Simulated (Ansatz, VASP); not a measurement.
# KCl in VASP and in Ansatz

```
CELL_PARAMETERS angstrom
-0.06312 3.12454 3.12454
3.12454 -0.06312 3.12454
3.12454 3.12454 -0.06312
ATOMIC_POSITIONS crystal
K 0.00000 0.00000 0.00000
Cl 0.50000 0.50000 0.50000
```

Change from the starting cell: equal xy, yz and zx shear strains of -2 %, crystal datasets.

Alike in both runs: task electric field gradients; functional LDA; k mesh 7 × 7 × 7; occupations fermi-dirac, width 0.03 eV; no spin polarisation.

```csv
,VASP,Ansatz
version,VASP 6.6.1,Ansatz 0.2.0
potentials or method,"VASP PAW LDA potentials, release 64 (K_sv, Cl), cutoff 520 eV","all-electron PAW with datasets made for the crystal, scalar-relativistic"
```

```tsv
	VASP	Ansatz	Ansatz less VASP
gap on the k mesh at the Fermi level (eV)	4.68	4.67	-0.004
pressure (GPa)	-2.0	-2.1	-0.04
traceless stress, the component that is largest in VASP (GPa)	0.14	0.14	+0.001
size of Vzz on the site where it differs most (V/Å²)	2.7	2.8	+0.08
```

LDA's correlation is that of Perdew and Zunger in VASP and of Perdew and Wang (1992) in Ansatz. Ansatz ran all-electron here, and VASP with PAW potentials.
